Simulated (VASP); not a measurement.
# Si (Ibca) in VASP: single point with r2SCAN

Aim: the single point of Si with r2SCAN.

Everything below comes from runs of VASP 6.6.1. Logs are shortened: lines on timing, memory, paths and dates and some standing lists are left out, and cuts for length are marked.

### Step 1. The cell of the first run

It takes space group Ibca (No. 73, orthorhombic). Conventional cell: a = 6.481 Å, b = 6.481 Å, c = 6.647 Å, α = 90.00°, β = 90.00°, γ = 90.00°. Si (site symmetry 1) has 4 Si at 2.28 to 2.38 Å within 3.0 Å.

### Step 2. Single point, r2SCAN (strain -0.0250 x Voigt [1, 1, 0, 0, 0, 0])

Contents of POSCAR:

```
Si
1.0
   -3.2405241824      3.2405241824      3.3236145461
    3.2405241824     -3.2405241824      3.3236145461
    3.2405241824      3.2405241824     -3.3236145461
Si
8
Direct
    0.2013996517      0.2013996517      0.2013996517
    0.5000000000      0.0000000000      0.2986003483
    0.2986003483      0.5000000000      0.0000000000
    0.0000000000      0.2986003483      0.5000000000
    0.7986003483      0.7986003483      0.7986003483
    0.5000000000      0.0000000000      0.7013996517
    0.7013996517      0.5000000000      0.0000000000
    0.0000000000      0.7013996517      0.5000000000
```

Contents of INCAR.step1:

```
PREC = Accurate
ENCUT = 520
ISMEAR = 0
SIGMA = 0.15
LREAL = False
LASPH = True
NELM = 100
NBANDS = 26
GGA = PE
ALGO = Normal
EDIFF = 1E-4
LWAVE = True
LCHARG = False
```

Contents of INCAR.step2:

```
PREC = Accurate
ENCUT = 520
EDIFF = 1E-6
ISMEAR = 0
SIGMA = 0.15
LREAL = False
LASPH = True
NELM = 100
ALGO = Normal
ISIF = 2
LWAVE = False
LCHARG = True
METAGGA = R2SCAN
LMIXTAU = True
LELF = True
LVHAR = True
NBANDS = 26
ISTART = 1
```

Contents of KPOINTS:

```
Automatic mesh
0
Gamma
  8 8 8
```

Potentials or basis: VASP PAW PBE potentials, release 64 (Si).

Run with:

```sh
$ cat potpaw_PBE.64/Si/POTCAR > POTCAR
$ cp INCAR.step1 INCAR
$ mpirun -np 1 vasp_std > vasp.out
$ cp INCAR.step2 INCAR
$ mpirun -np 1 vasp_std > vasp.out
```

OUTCAR:

```text
PREC = Accurate
   ENCUT = 520
   EDIFF = 1E-6
   ISMEAR = 0
   LREAL = False
   LASPH = True
   NELM = 100
   ISIF = 2
   METAGGA = R2SCAN
   ISTART = 1

 ion  position               nearest neighbor table
   1  0.201  0.201  0.201-   5 2.28   2 2.33   4 2.35   3 2.38
   2  0.500  0.000  0.299-   6 2.28   1 2.33   3 2.35   4 2.38
   3  0.299  0.500  0.000-   7 2.28   4 2.33   2 2.35   1 2.38
   4  0.000  0.299  0.500-   8 2.28   3 2.33   1 2.35   2 2.38
   5  0.799  0.799  0.799-   1 2.28   6 2.33   8 2.35   7 2.38
   6  0.500  0.000  0.701-   2 2.28   5 2.33   7 2.35   8 2.38
   7  0.701  0.500  0.000-   3 2.28   8 2.33   6 2.35   5 2.38
   8  0.000  0.701  0.500-   4 2.28   7 2.33   5 2.35   6 2.38

  LATTYP: Found a body centered tetragonal cell.
 ALAT       =     6.4810483648
 C/A-ratio  =     1.0256410257

  Lattice vectors:

 A1 = (  -3.2405241824,   3.2405241824,   3.3236145461)
 A2 = (   3.2405241824,  -3.2405241824,   3.3236145461)
 A3 = (   3.2405241824,   3.2405241824,  -3.3236145461)

Analysis of symmetry for initial positions (statically):
=====================================================================
 Subroutine PRICEL returns:
 Original cell was already a primitive cell.

 Routine SETGRP: Setting up the symmetry group for a
 body centered tetragonal supercell.

 Subroutine GETGRP returns: Found  8 space group operations
 (whereof  2 operations were pure point group operations)
 out of a pool of 16 trial point group operations.

The static configuration has the point symmetry S_2 .
 The point group associated with its full space group is D_2h.

Analysis of symmetry for dynamics (positions and initial velocities):
=====================================================================
 Subroutine PRICEL returns:
 Original cell was already a primitive cell.

 Routine SETGRP: Setting up the symmetry group for a
 body centered tetragonal supercell.

 Subroutine GETGRP returns: Found  8 space group operations
 (whereof  2 operations were pure point group operations)
 out of a pool of 16 trial point group operations.

The dynamic configuration has the point symmetry S_2 .
 The point group associated with its full space group is D_2h.

 Subroutine INISYM returns: Found  8 space group operations
 (whereof  2 operations are pure point group operations),
 and found     1 'primitive' translations

----------------------------------------------------------------------------------------

                                     Primitive cell

  volume of cell :     139.6051

  direct lattice vectors                    reciprocal lattice vectors
    -3.240524182  3.240524182  3.323614546     0.000000000  0.154296025  0.150438624
     3.240524182 -3.240524182  3.323614546     0.154296025  0.000000000  0.150438624
     3.240524182  3.240524182 -3.323614546     0.154296025  0.154296025  0.000000000

  length of vectors
     5.661131301  5.661131301  5.661131301     0.215497199  0.215497199  0.218207531

  position of ions in fractional coordinates (direct lattice)
     0.201399652  0.201399652  0.201399652
     0.500000000  0.000000000  0.298600348
     0.298600348  0.500000000  0.000000000
     0.000000000  0.298600348  0.500000000
     0.798600348  0.798600348  0.798600348
     0.500000000  0.000000000  0.701399652
     0.701399652  0.500000000  0.000000000
     0.000000000  0.701399652  0.500000000

  ion indices of the primitive-cell ions
   primitive index   ion index
                 1           1
                 2           2
                 3           3
                 4           4
                 5           5
                 6           6
                 7           7
                 8           8

----------------------------------------------------------------------------------------

 KPOINTS: Automatic mesh

Automatic generation of k-mesh.
 Grid dimensions read from file:
 generate k-points for:    8    8    8

 Generating k-lattice:

  Cartesian coordinates                     Fractional coordinates (reciprocal lattice)
     0.000000000  0.019287003  0.018804828     0.125000000  0.000000000  0.000000000
     0.019287003  0.000000000  0.018804828     0.000000000  0.125000000  0.000000000
     0.019287003  0.019287003  0.000000000     0.000000000  0.000000000  0.125000000

  Length of vectors
     0.026937150  0.026937150  0.027275941

  Shift w.r.t. Gamma in fractional coordinates (k-lattice)
     0.000000000  0.000000000  0.000000000

 Subroutine IBZKPT returns following result:
 ===========================================

 Found     95 irreducible k-points:

 Following reciprocal coordinates:
            Coordinates               Weight
  0.000000  0.000000  0.000000      1.000000
  0.125000  0.000000 -0.000000      4.000000
  0.000000  0.125000 -0.000000      4.000000
  0.250000  0.000000 -0.000000      4.000000
  0.000000  0.250000 -0.000000      4.000000
  0.375000  0.000000 -0.000000      4.000000
[... 16 lines left out ...]
  0.375000  0.250000  0.000000      8.000000
 -0.000000 -0.375000 -0.250000      8.000000
 [... further k-points ...]
   k-points           NKPTS =     95   k-points in BZ     NKDIM =     95   number of bands    NBANDS=     26
   number of dos      NEDOS =    301   number of ions     NIONS =      8
   total plane-waves  NPLWV =  74088
   dimension x,y,z NGX =    42 NGY =   42 NGZ =   42
   dimension x,y,z NGXF=    84 NGYF=   84 NGZF=   84
   ions per type =               8
   NGX,Y,Z   is equivalent  to a cutoff of  12.33, 12.33, 12.33 a.u.
   NGXF,Y,Z  is equivalent  to a cutoff of  24.67, 24.67, 24.67 a.u.
 SYSTEM =  unknown system
   PREC   = accura    normal or accurate (medium, high low for compatibility)
   ISTART =      1    job   : 0-new  1-cont  2-samecut
   ICHARG =      0    charge: 1-file 2-atom 10-const
   ISPIN  =      1    spin polarized calculation?
   LNONCOLLINEAR =      F non collinear calculations
   LSORBIT =      F    spin-orbit coupling
   LASPH  =      T    aspherical Exc in radial PAW
   ENCUT  =  520.0 eV  38.22 Ry    6.18 a.u.  10.53 10.53 10.53*2*pi/ulx,y,z
   NELM   =    100;   NELMIN=  2; NELMDL=  0     # of ELM steps
   EDIFF  = 0.1E-05   stopping-criterion for ELM
   LREAL  =      F    real-space projection
   EDIFFG = 0.1E-04   stopping-criterion for IOM
   NSW    =      0    number of steps for IOM
   IBRION =     -1    ionic relax: 0-MD 1-quasi-New 2-CG
   NFREE  =      0    steps in history (QN), initial steepest desc. (CG)
   ISIF   =      2    stress and relaxation
   ISYM   =      2    0-nonsym 1-usesym 2-fastsym
   POTIM  = 0.5000    time-step for ionic-motion
   TEBEG  =    0.0;   TEEND  =   0.0 temperature during run
   PSTRESS=    0.0 pullay stress
   NELECT =      32.0000    total number of electrons
   NUPDOWN=      -1.0000    fix difference up-down
   EMIN   =  10.00;   EMAX   =-10.00  energy-range for DOS
   EFERMI =   0.00;   METHOD = LEGACY
   ISMEAR =     0;   SIGMA  =   0.15  broadening in eV -4-tet -1-fermi 0-gaus
   EFERMI_NEDOS =   21; number of points for ismear=-14 and -15
   IALGO  =     38    algorithm
   IMIX   =      4    mixing-type and parameters
     AMIX     =   0.40;   BMIX     =  1.00
     AMIX_MAG =   1.60;   BMIX_MAG =  1.00
  volume/ion in A,a.u.               =      17.45       117.76
  Fermi-wavevector in a.u.,A,eV,Ry     =   1.001900  1.893317 13.657581  1.003804
  Thomas-Fermi vector in A             =   2.134352
   LORBIT       =      0    0 simple, 1 ext, 2 COOP (PROOUT), +10 PAW based schemes
   METAGGA = R2SCAN    functional components
   LHFCALC =     F    Hartree Fock is set to
   AEXX    =    0.0000 exact exchange contribution
   IVDW    =     0    specifies the selected vdW correction
   LEPSILON=     F    determine dielectric tensor
   LRPA    =     F    only Hartree local field effects (RPA)
 non-spin polarized calculation
 Gauss-broadening in eV      SIGMA  =   0.15
  energy-cutoff  :      520.00
  volume of cell :      139.61
 maximum number of plane-waves:      3781
   NGX = 21   NGY = 21   NGZ = 21

 number of electron      32.0000001 magnetization

 Free energy of the ion-electron system (eV)
  ---------------------------------------------------
  ext. energy  EPLUGINS =         0.00000000
  ---------------------------------------------------
  free energy    TOTEN  =       -68.54356985 eV

  energy without entropy =      -68.53871892  energy(sigma->0) =      -68.54114439

 E-fermi :   7.6510     XC(G=0): -10.5850

 val. band max:        7.6031565617   @ k =  -0.3750  -0.3750   0.3750
 cond. band min:       7.6657846013   @ k =  -0.3750   0.5000   0.5000
 fundamental gap:      0.0626280395
 Fermi energy:         7.6510428188

 k-point     1 :       0.0000    0.0000    0.0000
  band No.  band energies     occupation
      1      -6.0829      2.00000
      2      -1.2185      2.00000
      3      -1.0431      2.00000
      4      -0.9903      2.00000
      5      -0.7968      2.00000
      6       0.6654      2.00000
[... 18 lines left out ...]
     25      13.7074      0.00000
     26      13.7735      0.00000

 k-point     2 :       0.1250    0.0000   -0.0000
  band No.  band energies     occupation
      1      -5.9795      2.00000
      2      -1.6948      2.00000
      3      -1.3673      2.00000
      4      -1.0699      2.00000
      5      -0.7093      2.00000
      6       0.5200      2.00000
[... 18 lines left out ...]
     25      13.5320      0.00000
     26      13.6551      0.00000

 k-point     3 :       0.0000    0.1250   -0.0000
  band No.  band energies     occupation
      1      -5.9796      2.00000
      2      -1.6848      2.00000
      3      -1.2881      2.00000
      4      -1.2111      2.00000
      5      -0.6644      2.00000
      6       0.5837      2.00000
[... 18 lines left out ...]
     25      13.4256      0.00000
     26      13.6778      0.00000

 k-point     4 :       0.2500    0.0000   -0.0000
  band No.  band energies     occupation
      1      -5.6709      2.00000
      2      -2.6162      2.00000
      3      -1.7370      2.00000
      4      -1.4952      2.00000
      5      -0.4489      2.00000
      6       0.2228      2.00000
[... 18 lines left out ...]
     25      13.0377      0.00000
     26      13.2397      0.00000

 k-point     5 :       0.0000    0.2500   -0.0000
  band No.  band energies     occupation
      1      -5.6711      2.00000
      2      -2.6167      2.00000
      3      -1.6554      2.00000
      4      -1.5738      2.00000
      5      -0.4900      2.00000
      6       0.2500      2.00000
[... 18 lines left out ...]
     25      13.0443      0.00000
     26      13.1100      0.00000

 k-point     6 :       0.3750    0.0000   -0.0000
  band No.  band energies     occupation
      1      -5.1621      2.00000
      2      -3.5970      2.00000
      3      -1.9321      2.00000
      4      -1.8092      2.00000
      5      -0.3143      2.00000
      6      -0.0378      2.00000
[... 427 lines left out ...]
 k-point    21 :      -0.1250    0.1250    0.0000
  band No.  band energies     occupation
      1      -5.9765      2.00000
      2      -1.6103      2.00000
      3      -1.3373      2.00000
      4      -1.2930      2.00000
      5      -0.6505      2.00000
      6       0.5801      2.00000
[... 18 lines left out ...]
     25      13.5624      0.00000
     26      13.5661      0.00000

 k-point    22 :       0.2500    0.2500   -0.0000
  band No.  band energies     occupation
      1      -4.8739      2.00000
      2      -3.3102      2.00000
      3      -3.2709      2.00000
      4      -1.8610      2.00000
      5       0.1399      2.00000
      6       0.4806      2.00000
[... 18 lines left out ...]
     25      12.5842      0.00000
     26      12.9559      0.00000

 k-point    23 :       0.3750    0.2500    0.0000
  band No.  band energies     occupation
      1      -4.1934      2.00000
      2      -4.1399      2.00000
      3      -3.3682      2.00000
      4      -1.9600      2.00000
      5       0.2978      2.00000
      6       0.5701      2.00000
[... 18 lines left out ...]
     25      12.3065      0.00000
     26      12.5804      0.00000

 k-point    24 :      -0.0000   -0.3750   -0.2500
  band No.  band energies     occupation
      1      -4.1928      2.00000
      2      -4.1423      2.00000
      3      -3.3644      2.00000
      4      -1.9586      2.00000
      5       0.2771      2.00000
      6       0.5382      2.00000
[... 18 lines left out ...]
     25      12.4265      0.00000
     26      12.6189      0.00000

 [... further k-points ...]

------------------------ aborting loop because EDIFF is reached ----------------------------------------

  FORCE on cell =-STRESS in cart. coord.  units (eV):
  Direction    XX          YY          ZZ          XY          YZ          ZX
  --------------------------------------------------------------------------------------
  -------------------------------------------------------------------------------------
  Total        6.2231838      6.2863122      2.1507679     -0.0000000      0.0000000      0.0000000
  in kB       71.4203598     72.1448527     24.6832849     -0.0000000      0.0000000      0.0000000
  external PRESSURE =      56.0828325 kB  Pullay stress =       0.0000000 kB

 VOLUME and BASIS-vectors are now :
 -----------------------------------------------------------------------------
  energy-cutoff  :      520.00
  volume of cell :      139.61
      direct lattice vectors                 reciprocal lattice vectors
    -3.240524182  3.240524182  3.323614546     0.000000000  0.154296025  0.150438624
     3.240524182 -3.240524182  3.323614546     0.154296025  0.000000000  0.150438624
     3.240524182  3.240524182 -3.323614546     0.154296025  0.154296025  0.000000000

 POSITION                                       TOTAL-FORCE (eV/Angst)
 -----------------------------------------------------------------------------------
      0.65264      0.65264      0.66937         0.207489      0.012433      0.235043
     -0.65264      2.58788      0.66937        -0.207489     -0.012433      0.235043
      0.65264     -0.65264      2.65424         0.207489     -0.012433     -0.235043
      2.58788      0.65264     -0.66937        -0.207489      0.012433     -0.235043
      2.58788      2.58788      2.65424        -0.207489     -0.012433     -0.235043
      0.65264      3.89316     -0.66937         0.207489      0.012433     -0.235043
     -0.65264      0.65264      3.99299        -0.207489      0.012433      0.235043
      3.89316     -0.65264      0.66937         0.207489     -0.012433      0.235043
 -----------------------------------------------------------------------------------
    total drift:                               -0.000000     -0.000000      0.000000

  FREE ENERGIE OF THE ION-ELECTRON SYSTEM (eV)
  ---------------------------------------------------
  free  energy   TOTEN  =       -68.5435698549 eV

  energy  without entropy=      -68.5387189208  energy(sigma->0) =      -68.54114439
```

Wall time 20 min (1 thread of Intel Xeon Platinum 8259CL at 2.50GHz (Skylake/Cascade Lake), shared host); peak memory 0.42 GiB.

What came out:

```yaml
Free_energy: -68.5436 eV
Pressure: 5.6 GPa
Largest_force: 0.314 eV/Å
Band_gap_on_the_k_mesh: zero (bands 16 and 17 overlap by 0.05 eV)
```

Forces in eV/Å, atoms in the order of the input:
```
Si   0.207  0.012  0.235
Si  -0.207 -0.012  0.235
Si   0.207 -0.012 -0.235
Si  -0.207  0.012 -0.235
Si  -0.207 -0.012 -0.235
Si   0.207  0.012 -0.235
Si  -0.207  0.012  0.235
Si   0.207 -0.012  0.235
```

Levels at points of the mesh, in eV from the Fermi level:
```csv
k point,band 13,band 14,band 15,band 16,band 17,band 18,band 19,band 20
"(0.00, 0.00, 0.00)",-4.42,-1.81,-1.54,-0.95,1.48,2.02,2.07,3.87
"(0.50, 0.00, 0.00)",-2.40,-2.40,-1.41,-1.41,0.38,0.38,2.39,2.39
"(0.00, 0.50, 0.00)",-2.48,-2.48,-1.56,-1.56,0.61,0.61,2.32,2.32
"(0.50, 0.50, 0.00)",-2.42,-2.42,-1.61,-1.61,0.52,0.52,2.21,2.21
"(0.50, 0.50, 0.50)",-2.86,-0.44,-0.05,0.08,0.22,3.00,3.03,3.21
```

Caveat: the cell differs from its parent crystal (strain -0.0250 x Voigt [1, 1, 0, 0, 0, 0]); the cell stands under pressure; semilocal functionals underestimate gaps, so a narrow gap can read as zero; the PAW data sets were made with another functional, which shifts forces and pressure a little.
